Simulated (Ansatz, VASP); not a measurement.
**InP2 in VASP and in Ansatz**

The input INCAR:

```
SYSTEM = InP2
ALGO = Normal
EDIFF = 1E-7
ENCUT = 520
GGA = PE
ISIF = 2
ISMEAR = 0
LASPH = .TRUE.
LCHARG = .FALSE.
LREAL = .FALSE.
LWAVE = .FALSE.
NBANDS = 18
NELM = 60
PREC = Accurate
SIGMA = 0.1
```

The input KPOINTS:

```
k-points
0
G
  6 6 4
  0 0 0
```

Contents of POSCAR:

```
InP2
1.0
    3.4175488100      0.0000000000      0.0000000000
   -1.7087744100      2.9596840900      0.0000000000
    0.0000000000      0.0000000000      5.3873638200
In P
1 2
Direct
    0.0000000000      0.0000000000      0.0000000000
    0.6666666700      0.3333333300      0.7249647000
    0.6666666700      0.3333333300      0.2750353000
```

Input for Ansatz:

```yaml
crystal:
  lattice:
    - [3.41754881, 0.0, 0.0]
    - [-1.70877441, 2.95968409, 0.0]
    - [0.0, 0.0, 5.38736382]
  atoms:
    - { symbol: In, position: [0.0, 0.0, 0.0] }
    - { symbol: P, position: [0.66666667, 0.33333333, 0.7249647] }
    - { symbol: P, position: [0.66666667, 0.33333333, 0.2750353] }
basis:
  ecutwfc: 420
kpoints:
  mp_grid: { grid: [6, 6, 4] }
hamiltonian:
  xc: pbe
scf:
  occupations: { method: gaussian, width: 0.1 }
  lower_state_search: "off"
output:
  forces: true
  stress: true
  eigenvalues: true
```

Alike in both runs: task single point; functional PBE; k mesh 6 × 6 × 4; occupations gaussian, width 0.1 eV; no spin polarisation.

```csv
,VASP,Ansatz
version,VASP 6.6.1,Ansatz 0.2.0
potentials or method,"VASP PAW PBE potentials, release 64 (In_d, P), cutoff 520 eV","scalar-relativistic, plane waves, PAW"
valence electrons in the cell,23,23
```

```csv
,VASP,Ansatz,Ansatz less VASP
gap on the k mesh at the Fermi level (eV),none,none,-
pressure (GPa),27.0,27.1,+0.11
"traceless stress, the component that is largest in VASP (GPa)",-10.05,-10.05,-0.005
rms of the force components (eV/Å),1.313,1.318,+0.0052
```

Atom by atom the forces differ by 0.005 eV/Å (rms over components). A gap of «none» marks a metal or a gap that the smearing closes. The functional is the same, so the differences come from potentials, cutoffs and numerics.
